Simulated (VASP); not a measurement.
# HW5O in VASP: notebook

HW5O is run at these levels: PBEsol; tasks: single point.

Program: VASP 6.6.1. These are calculated values, not measurements. Logs are shortened: lines on timing, memory, paths and dates and some standing lists are left out, and cuts for length are marked.

### Step 1. The cell of the first run

The cell holds a slab with vacuum, 7 atoms: a = 3.154 Å, b = 3.154 Å, c = 26.189 Å, α = 90.00°, β = 90.00°, γ = 90.00°.

### Step 2. Single point, PBEsol

Input file INCAR:

```
PREC     = Accurate       # precision mode
ENCUT    = 520            # plane-wave cutoff, eV
EDIFF    = 1E-6           # SCF threshold, eV
ISMEAR   = 0              # smearing method
SIGMA    = 0.1            # smearing width, eV
LREAL    = False          # projectors in reciprocal space
LASPH    = True           # aspherical terms in the spheres
NELM     = 80             # most SCF steps
ALGO     = Normal         # electronic algorithm
ISIF     = 2              # what is computed and relaxed
LWAVE    = False          # write WAVECAR
LCHARG   = False          # write CHGCAR
LDIPOL   = True         
IDIPOL   = 3            
DIPOL    = 0.5 0.5 0.501
GGA      = PS             # functional
NBANDS   = 48             # bands
```

Input file KPOINTS:

```
Automatic mesh
0
Gamma
  9 9 1
```

Input file POSCAR:

```
HW5O
1.0
    3.1543602768      0.0000000000      0.0000000000
    0.0000000000      3.1543602768      0.0000000000
    0.0000000000      0.0000000000     26.1887205537
W O H
5 1 1
Direct
    0.5000000000      0.5000000000      0.3245672114
    0.0000000000      0.0000000000      0.3847908537
    0.5000211154      0.4996656910      0.4437794271
   -0.0000731103     -0.0008276256      0.5053545259
    0.5011018297      0.5044709364      0.5626860956
    0.5071907149      0.5177331385      0.6352339238
    0.5217673373      0.7914092922      0.6528587120
```

Potentials or basis: VASP PAW PBE potentials, release 64 (W_sv, O, H).

Run with:

```console
$ cat potpaw_PBE.64/W_sv/POTCAR potpaw_PBE.64/O/POTCAR potpaw_PBE.64/H/POTCAR > POTCAR
$ mpirun -np 1 vasp_std > vasp.out
```

OUTCAR:

```text
PREC = Accurate
   ENCUT = 520
   EDIFF = 1E-6
   ISMEAR = 0
   LREAL = False
   LASPH = True
   NELM = 80
   ISIF = 2
   GGA = PS

 ion  position               nearest neighbor table
   1  0.500  0.500  0.325-   2 2.73   2 2.73   2 2.73   2 2.73   3 3.12
   2  0.000  0.000  0.385-   3 2.71   3 2.71   3 2.71   3 2.71   1 2.73   1 2.73   1 2.73   1 2.73
                             4 3.16
   3  0.500  0.500  0.444-   2 2.71   2 2.71   2 2.71   2 2.71   4 2.75   4 2.75   4 2.75   4 2.75
                             5 3.11   1 3.12
   4  1.000  0.999  0.505-   5 2.68   5 2.68   5 2.70   5 2.70   3 2.75   3 2.75   3 2.75   3 2.75
                             2 3.16
   5  0.501  0.504  0.563-   6 1.90   4 2.68   4 2.68   4 2.70   4 2.70   3 3.11
   6  0.507  0.518  0.635-   7 0.98   5 1.90
   7  0.522  0.791  0.653-   6 0.98

  LATTYP: Found a simple tetragonal cell.
 ALAT       =     3.1543602768
 C/A-ratio  =     8.3023872531

  Lattice vectors:

 A1 = (   3.1543602768,   0.0000000000,   0.0000000000)
 A2 = (   0.0000000000,   3.1543602768,   0.0000000000)
 A3 = (   0.0000000000,   0.0000000000,  26.1887205537)

Analysis of symmetry for initial positions (statically):
=====================================================================
 Subroutine PRICEL returns:
 Original cell was already a primitive cell.

 Routine SETGRP: Setting up the symmetry group for a
 simple tetragonal supercell.

 Subroutine GETGRP returns: Found  1 space group operations
 (whereof  1 operations were pure point group operations)
 out of a pool of 16 trial point group operations.

The static configuration has the point symmetry C_1 .

Analysis of symmetry for dynamics (positions and initial velocities):
=====================================================================
 Subroutine PRICEL returns:
 Original cell was already a primitive cell.

 Routine SETGRP: Setting up the symmetry group for a
 simple tetragonal supercell.

 Subroutine GETGRP returns: Found  1 space group operations
 (whereof  1 operations were pure point group operations)
 out of a pool of 16 trial point group operations.

The dynamic configuration has the point symmetry C_1 .

 Subroutine INISYM returns: Found  1 space group operations
 (whereof  1 operations are pure point group operations),
 and found     1 'primitive' translations

----------------------------------------------------------------------------------------

                                     Primitive cell

  volume of cell :     260.5775

  direct lattice vectors                    reciprocal lattice vectors
     3.154360277  0.000000000  0.000000000     0.317021492  0.000000000  0.000000000
     0.000000000  3.154360277  0.000000000     0.000000000  0.317021492  0.000000000
     0.000000000  0.000000000 26.188720554     0.000000000  0.000000000  0.038184378

  length of vectors
     3.154360277  3.154360277 26.188720554     0.317021492  0.317021492  0.038184378

  position of ions in fractional coordinates (direct lattice)
     0.500000000  0.500000000  0.324567211
     0.000000000  0.000000000  0.384790854
     0.500021115  0.499665691  0.443779427
     0.999926890  0.999172374  0.505354526
     0.501101830  0.504470936  0.562686096
     0.507190715  0.517733138  0.635233924
     0.521767337  0.791409292  0.652858712

  ion indices of the primitive-cell ions
   primitive index   ion index
                 1           1
                 2           2
                 3           3
                 4           4
                 5           5
                 6           6
                 7           7

----------------------------------------------------------------------------------------

 KPOINTS: Automatic mesh

Automatic generation of k-mesh.
 Grid dimensions read from file:
 generate k-points for:    9    9    1

 Generating k-lattice:

  Cartesian coordinates                     Fractional coordinates (reciprocal lattice)
     0.035224610  0.000000000  0.000000000     0.111111111  0.000000000  0.000000000
     0.000000000  0.035224610  0.000000000     0.000000000  0.111111111  0.000000000
     0.000000000  0.000000000  0.038184378     0.000000000  0.000000000  1.000000000

  Length of vectors
     0.035224610  0.035224610  0.038184378

  Shift w.r.t. Gamma in fractional coordinates (k-lattice)
     0.000000000  0.000000000  0.000000000

 Subroutine IBZKPT returns following result:
 ===========================================

 Found     41 irreducible k-points:

 Following reciprocal coordinates:
            Coordinates               Weight
  0.000000  0.000000  0.000000      1.000000
  0.111111  0.000000  0.000000      2.000000
  0.000000  0.111111  0.000000      2.000000
  0.222222  0.000000  0.000000      2.000000
  0.000000  0.222222  0.000000      2.000000
  0.333333  0.000000  0.000000      2.000000
[... 16 lines left out ...]
  0.111111  0.444444  0.000000      2.000000
  0.222222  0.222222  0.000000      2.000000
 [... further k-points ...]
   k-points           NKPTS =     41   k-points in BZ     NKDIM =     41   number of bands    NBANDS=     48
   number of dos      NEDOS =    301   number of ions     NIONS =      7
   total plane-waves  NPLWV = 112896
   dimension x,y,z NGX =    24 NGY =   24 NGZ =  196
   dimension x,y,z NGXF=    48 NGYF=   48 NGZF=  392
   ions per type =               5   1   1
   NGX,Y,Z   is equivalent  to a cutoff of  12.65, 12.65, 12.44 a.u.
   NGXF,Y,Z  is equivalent  to a cutoff of  25.30, 25.30, 24.88 a.u.
 SYSTEM =  unknown system
   PREC   = accura    normal or accurate (medium, high low for compatibility)
   ISTART =      0    job   : 0-new  1-cont  2-samecut
   ICHARG =      2    charge: 1-file 2-atom 10-const
   ISPIN  =      1    spin polarized calculation?
   LNONCOLLINEAR =      F non collinear calculations
   LSORBIT =      F    spin-orbit coupling
   LASPH  =      T    aspherical Exc in radial PAW
   ENCUT  =  520.0 eV  38.22 Ry    6.18 a.u.   5.87  5.87 48.69*2*pi/ulx,y,z
   NELM   =     80;   NELMIN=  2; NELMDL= -5     # of ELM steps
   EDIFF  = 0.1E-05   stopping-criterion for ELM
   LREAL  =      F    real-space projection
   EDIFFG = 0.1E-04   stopping-criterion for IOM
   NSW    =      0    number of steps for IOM
   IBRION =     -1    ionic relax: 0-MD 1-quasi-New 2-CG
   NFREE  =      0    steps in history (QN), initial steepest desc. (CG)
   ISIF   =      2    stress and relaxation
   ISYM   =      2    0-nonsym 1-usesym 2-fastsym
   POTIM  = 0.5000    time-step for ionic-motion
   TEBEG  =    0.0;   TEEND  =   0.0 temperature during run
   PSTRESS=    0.0 pullay stress
   NELECT =      77.0000    total number of electrons
   NUPDOWN=      -1.0000    fix difference up-down
   EMIN   =  10.00;   EMAX   =-10.00  energy-range for DOS
   EFERMI =   0.00;   METHOD = LEGACY
   ISMEAR =     0;   SIGMA  =   0.10  broadening in eV -4-tet -1-fermi 0-gaus
   EFERMI_NEDOS =   21; number of points for ismear=-14 and -15
   IALGO  =     38    algorithm
   IMIX   =      4    mixing-type and parameters
     AMIX     =   0.40;   BMIX     =  1.00
     AMIX_MAG =   1.60;   BMIX_MAG =  1.00
  volume/ion in A,a.u.               =      37.23       251.21
  Fermi-wavevector in a.u.,A,eV,Ry     =   1.090417  2.060590 16.177465  1.189010
  Thomas-Fermi vector in A             =   2.226641
   LORBIT       =      0    0 simple, 1 ext, 2 COOP (PROOUT), +10 PAW based schemes
   GGA     = PS    functional components
   LHFCALC =     F    Hartree Fock is set to
   AEXX    =    0.0000 exact exchange contribution
   IVDW    =     0    specifies the selected vdW correction
   LEPSILON=     F    determine dielectric tensor
   LRPA    =     F    only Hartree local field effects (RPA)
 non-spin polarized calculation
 Gauss-broadening in eV      SIGMA  =   0.10
  energy-cutoff  :      520.00
  volume of cell :      260.58
 maximum number of plane-waves:      7090
   NGX = 11   NGY = 11   NGZ = 97

 dipolmoment           0.000000      0.000000      0.008658 electrons x Angstroem

 number of electron      76.9999998 magnetization

 dipolmoment           0.000000      0.000000     -0.026730 electrons x Angstroem

 Free energy of the ion-electron system (eV)
  ---------------------------------------------------
  ext. energy  EPLUGINS =         0.00000000
  ---------------------------------------------------
  free energy    TOTEN  =       -76.03042286 eV

  energy without entropy =      -75.99893423  energy(sigma->0) =      -76.01467854

 E-fermi :   0.9068     XC(G=0):  -5.4889

 val. band max:        0.9053688143   @ k =   0.2222   0.2222   0.0000
 cond. band min:       0.9177286742   @ k =   0.2222   0.0000   0.0000
 fundamental gap:      0.0123598599
 Fermi energy:         0.9067811602

 k-point     1 :       0.0000    0.0000    0.0000
  band No.  band energies     occupation
      1     -73.3956      2.00000
      2     -73.1251      2.00000
      3     -73.0851      2.00000
      4     -72.8593      2.00000
      5     -72.7175      2.00000
      6     -37.9252      2.00000
[... 40 lines left out ...]
     47       3.5287      0.00000
     48       3.7250      0.00000

 k-point     2 :       0.1111    0.0000    0.0000
  band No.  band energies     occupation
      1     -73.3936      2.00000
      2     -73.1202      2.00000
      3     -73.0834      2.00000
      4     -72.8616      2.00000
      5     -72.7185      2.00000
      6     -37.9372      2.00000
[... 40 lines left out ...]
     47       3.5841      0.00000
     48       3.7331      0.00000

 k-point     3 :       0.0000    0.1111    0.0000
  band No.  band energies     occupation
      1     -73.3936      2.00000
      2     -73.1202      2.00000
      3     -73.0834      2.00000
      4     -72.8616      2.00000
      5     -72.7185      2.00000
      6     -37.9369      2.00000
[... 40 lines left out ...]
     47       3.6025      0.00000
     48       3.7768      0.00000

 k-point     4 :       0.2222    0.0000    0.0000
  band No.  band energies     occupation
      1     -73.3884      2.00000
      2     -73.1076      2.00000
      3     -73.0788      2.00000
      4     -72.8681      2.00000
      5     -72.7209      2.00000
      6     -37.9729      2.00000
[... 958 lines left out ...]
     47       4.0660      0.00000
     48       4.4109      0.00000

 k-point    23 :       0.1111    0.4444    0.0000
  band No.  band energies     occupation
      1     -73.3778      2.00000
      2     -73.0839      2.00000
      3     -73.0647      2.00000
      4     -72.8828      2.00000
      5     -72.7243      2.00000
      6     -38.0364      2.00000
[... 40 lines left out ...]
     47       4.1373      0.00000
     48       4.4034      0.00000

 k-point    24 :       0.2222    0.2222    0.0000
  band No.  band energies     occupation
      1     -73.3827      2.00000
      2     -73.0957      2.00000
      3     -73.0727      2.00000
      4     -72.8726      2.00000
      5     -72.7212      2.00000
      6     -37.9614      2.00000
[... 40 lines left out ...]
     47       3.6864      0.00000
     48       3.7550      0.00000

 [... further k-points ...]

------------------------ aborting loop because EDIFF is reached ----------------------------------------

 vacuum level on the upper side and lower side of the slab       (xc-potential included)        -0.382         0.113

  FORCE on cell =-STRESS in cart. coord.  units (eV):
  Direction    XX          YY          ZZ          XY          YZ          ZX
  --------------------------------------------------------------------------------------
  -------------------------------------------------------------------------------------
  Total       -5.9371314     -6.0893696     -1.9921930     -0.0261089      0.1553919     -0.0021783
  in kB      -36.5048333    -37.4408796    -12.2491268     -0.1605321      0.9554374     -0.0133931
  external PRESSURE =     -28.7316132 kB  Pullay stress =       0.0000000 kB

 VOLUME and BASIS-vectors are now :
 -----------------------------------------------------------------------------
  energy-cutoff  :      520.00
  volume of cell :      260.58
      direct lattice vectors                 reciprocal lattice vectors
     3.154360277  0.000000000  0.000000000     0.317021492  0.000000000  0.000000000
     0.000000000  3.154360277  0.000000000     0.000000000  0.317021492  0.000000000
     0.000000000  0.000000000 26.188720554     0.000000000  0.000000000  0.038184378

 POSITION                                       TOTAL-FORCE (eV/Angst)
 -----------------------------------------------------------------------------------
      1.57718      1.57718      8.50000         0.003113      0.019948      1.607238
      0.00000      0.00000     10.07718        -0.003122     -0.028014     -1.656367
      1.57725      1.57613     11.62202        -0.000565     -0.006729      0.007838
      3.15413      3.15175     13.23459         0.002930     -0.021283      0.005953
      1.58066      1.59128     14.73603        -0.003891      0.007416     -0.179287
      1.59986      1.63312     16.63596        -0.003695     -0.061521      0.135701
      1.64584      2.49639     17.09753         0.005230      0.090183      0.078924
 -----------------------------------------------------------------------------------
    total drift:                                0.000015      0.000260     -0.000269

  FREE ENERGIE OF THE ION-ELECTRON SYSTEM (eV)
  ---------------------------------------------------
  free  energy   TOTEN  =       -76.0304228554 eV

  energy  without entropy=      -75.9989342337  energy(sigma->0) =      -76.01467854

 vacuum level on the upper side and lower side of the slab         4.681         5.165
```

Wall time 13 min (1 thread of Intel Xeon Platinum 8488C (Sapphire Rapids), shared host); peak memory 0.57 GiB.

What came out:

- Free energy: -76.0304 eV
- Largest force: 1.657 eV/Å
- Band gap on the k mesh: zero (an odd number of electrons rules out a gap without spin polarisation)

Forces in eV/Å, atoms in the order of the input:
```
W    0.003  0.020  1.607
W   -0.003 -0.028 -1.656
W   -0.001 -0.007  0.008
W    0.003 -0.021  0.006
W   -0.004  0.007 -0.179
O   -0.004 -0.062  0.136
H    0.005  0.090  0.079
```

Levels at points of the mesh, in eV from the Fermi level:
| k point | band 35 | band 36 | band 37 | band 38 | band 39 | band 40 | band 41 | band 42 | band 43 | band 44 |
| --- | --- | --- | --- | --- | --- | --- | --- | --- | --- | --- |
| (0.00, 0.00, 0.00) | -0.83 | -0.67 | -0.62 | -0.29 | -0.27 | 0.14 | 0.15 | 0.27 | 1.62 | 1.74 |

Caveat: the PAW data sets were made with another functional, which shifts forces and pressure a little; spin-orbit coupling is left out, which moves the levels of the heavy elements.

### Step 3. Single point, PBEsol

Input file INCAR:

```
PREC = Accurate ; ENCUT = 520
EDIFF = 1E-6 ; ISMEAR = 0
SIGMA = 0.1 ; LREAL = F
LASPH = T ; NELM = 80
ALGO = Normal ; ISIF = 2
LWAVE = F ; LCHARG = F
LDIPOL = T ; IDIPOL = 3
DIPOL = 0.5 0.5 0.497 ; GGA = PS
NBANDS = 48
```

Input file KPOINTS:

```
regular mesh
0
Gamma
  9 9 1
```

Input file POSCAR:

```
HW5O
1.0
    3.1543602768      0.0000000000      0.0000000000
    0.0000000000      3.1543602768      0.0000000000
    0.0000000000      0.0000000000     26.1887205537
W O H
5 1 1
Direct
    0.5000000000      0.5000000000      0.3245672114
    0.0000000000      0.0000000000      0.3847908537
    0.4996025759      0.4996816410      0.4440513184
   -0.0006915895      0.0002599207      0.5046854287
    0.4988578780      0.4983908904      0.5628689688
   -0.0012833150      0.4982229135      0.6194367669
   -0.0018717383      0.2199267442      0.6362749959
```

Potentials or basis: VASP PAW PBE potentials, release 64 (W_sv, O, H).

Run with:

```console
$ cat potpaw_PBE.64/W_sv/POTCAR potpaw_PBE.64/O/POTCAR potpaw_PBE.64/H/POTCAR > POTCAR
$ mpirun -np 1 vasp_std > vasp.out
```

OUTCAR:

```text
PREC = Accurate
   ENCUT = 520
   EDIFF = 1E-6
   ISMEAR = 0
   LREAL = F
   LASPH = T
   NELM = 80
   ISIF = 2
   GGA = PS

 ion  position               nearest neighbor table
   1  0.500  0.500  0.325-   2 2.73   2 2.73   2 2.73   2 2.73   3 3.13
   2  0.000  0.000  0.385-   3 2.72   3 2.72   3 2.72   3 2.72   1 2.73   1 2.73   1 2.73   1 2.73
                             4 3.14
   3  0.500  0.500  0.444-   2 2.72   2 2.72   2 2.72   2 2.72   4 2.74   4 2.74   4 2.74   4 2.74
                             5 3.11   1 3.13
   4  0.999  0.000  0.505-   5 2.70   5 2.70   5 2.70   5 2.71   3 2.74   3 2.74   3 2.74   3 2.74
                             2 3.14
   5  0.499  0.498  0.563-   6 2.16   6 2.16   4 2.70   4 2.70   4 2.70   4 2.71   3 3.11
   6  0.999  0.498  0.619-   7 0.98   5 2.16   5 2.16
[... 1443 lines left out ...]
  external PRESSURE =     -36.5978954 kB  Pullay stress =       0.0000000 kB

 VOLUME and BASIS-vectors are now :
 -----------------------------------------------------------------------------
  energy-cutoff  :      520.00
  volume of cell :      260.58
      direct lattice vectors                 reciprocal lattice vectors
     3.154360277  0.000000000  0.000000000     0.317021492  0.000000000  0.000000000
     0.000000000  3.154360277  0.000000000     0.000000000  0.317021492  0.000000000
     0.000000000  0.000000000 26.188720554     0.000000000  0.000000000  0.038184378

 POSITION                                       TOTAL-FORCE (eV/Angst)
 -----------------------------------------------------------------------------------
      1.57718      1.57718      8.50000        -0.001547     -0.004915      1.644899
      0.00000      0.00000     10.07718        -0.006076      0.009567     -1.692194
      1.57593      1.57618     11.62914         0.001166     -0.003440      0.001121
      3.15218      0.00082     13.21707         0.000151      0.001747      0.017742
      1.57358      1.57210     14.74082         0.001573      0.021920     -0.016548
      3.15031      1.57157     16.22226         0.000621      0.097908     -0.027310
      3.14846      0.69373     16.66323         0.004113     -0.122787      0.072291
 -----------------------------------------------------------------------------------
    total drift:                               -0.000110     -0.000334     -0.000647

  FREE ENERGIE OF THE ION-ELECTRON SYSTEM (eV)
  ---------------------------------------------------
  free  energy   TOTEN  =       -76.2966132048 eV

  energy  without entropy=      -76.2646318691  energy(sigma->0) =      -76.28062254

 vacuum level on the upper side and lower side of the slab         4.491         5.385
```

stdout:

```text
POSCAR found type information on POSCAR W O H
 POSCAR found :  3 types and       7 ions
 scaLAPACK will be used
 -----------------------------------------------------------------------------
|                                                                             |
|                                                                             |
|     You enforced a specific xc type in the INCAR file but a different       |
|     I HOPE YOU KNOW WHAT YOU ARE DOING!                                     |
|                                                                             |
 -----------------------------------------------------------------------------

 LDA part: xc-table for (Slater+PW92), standard interpolation
 POSCAR, INCAR and KPOINTS ok, starting setup
 FFT: planning ... GRIDC
 FFT: planning ... GRID_SOFT
 FFT: planning ... GRID
 WAVECAR not read
 entering main loop
```

Wall time 13 min (1 thread of Intel Xeon Platinum 8488C (Sapphire Rapids), shared host); peak memory 0.57 GiB.

What came out:

```
Free energy            : -76.2966 eV
Largest force          : 1.692 eV/Å
Band gap on the k mesh : zero (an odd number of electrons rules out a gap without spin polarisation)
```

Forces on the atoms (eV/Å):
```
W   -0.002 -0.005  1.645
W   -0.006  0.010 -1.692
W    0.001 -0.003  0.001
W    0.000  0.002  0.018
W    0.002  0.022 -0.017
O    0.001  0.098 -0.027
H    0.004 -0.123  0.072
```

Caveat: the PAW data sets were made with another functional, which shifts forces and pressure a little; spin-orbit coupling is left out, which moves the levels of the heavy elements.
